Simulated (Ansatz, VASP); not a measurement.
**B2RuN3 in VASP and in Ansatz**

INCAR

```
PREC = Accurate
ENCUT = 600
EDIFF = 1E-6
ISMEAR = 0
SIGMA = 0.1
LREAL = F
LASPH = T
NELM = 80
ALGO = Normal
ISIF = 3
LWAVE = F
LCHARG = F
GGA = PE
IBRION = 2
NSW = 100
EDIFFG = -0.01
```

Contents of KPOINTS:

```
Automatic mesh
0
Gamma
  12 12 4
```

Contents of POSCAR:

```
B2RuN3
1.0
    2.6484300905      0.0000000000      0.0000000000
   -1.3242150453      2.2936077385      0.0000000000
    0.0000000000      0.0000000000      7.4749096487
B Ru N
2 1 3
Direct
    0.6666666667      0.3333333333      0.6119570809
    0.3333333333      0.6666666667      0.3297966701
    0.0000000000      0.0000000000      0.9840937605
    0.6666666667      0.3333333333      0.8183289734
    0.3333333333      0.6666666667      0.5467296176
    0.0000000000      0.0000000000      0.2690938974
```

Input for Ansatz:

```yaml
crystal:
  lattice:
    - [2.6484300905, 0.0, 0.0]
    - [-1.3242150453, 2.2936077385, 0.0]
    - [0.0, 0.0, 7.4749096487]
  atoms:
    - { symbol: B, position: [0.6666666667, 0.3333333333, 0.6119570809] }
    - { symbol: B, position: [0.3333333333, 0.6666666667, 0.3297966701] }
    - { symbol: Ru, position: [0.0, 0.0, 0.9840937605] }
    - { symbol: "N", position: [0.6666666667, 0.3333333333, 0.8183289734] }
    - { symbol: "N", position: [0.3333333333, 0.6666666667, 0.5467296176] }
    - { symbol: "N", position: [0.0, 0.0, 0.2690938974] }
basis:
  ecutwfc: 420
kpoints:
  mp_grid: { grid: [12, 12, 4] }
hamiltonian:
  xc: pbe
scf:
  occupations: { method: gaussian, width: 0.1 }
output:
  forces: true
  stress: true
  eigenvalues: true
relax:
  adjacent_minimum: "off"
  f_tol: 0.01
  max_steps: 80
  cell: { stress_tol: 0.05 }
```

Alike in both runs: task relaxation of cell and atoms; functional PBE; k mesh 12 × 12 × 4; occupations gaussian, width 0.1 eV; no spin polarisation.

```csv
,VASP,Ansatz
version,VASP 6.6.1,Ansatz 0.2.0
potentials or method,"VASP PAW PBE potentials, release 64 (B, Ru_pv, N), cutoff 600 eV","scalar-relativistic, plane waves, PAW"
valence electrons in the cell,35,37
```

|  | VASP | Ansatz | Ansatz less VASP |
| --- | --- | --- | --- |
| gap on the k mesh at the Fermi level, each at its own relaxed structure (eV) | none | none | - |
| relaxed volume (Å³/atom) | 7.55 | 7.55 | +0.003 |
| relaxed cell length with the largest relative difference (Å) | 2.646 | 2.646 | +0.0004 |

A gap of «none» marks a metal or a gap that the smearing closes. VASP's potentials hold 35 valence electrons a cell and Ansatz's 37, so a difference there can come from the potentials and not from the codes.
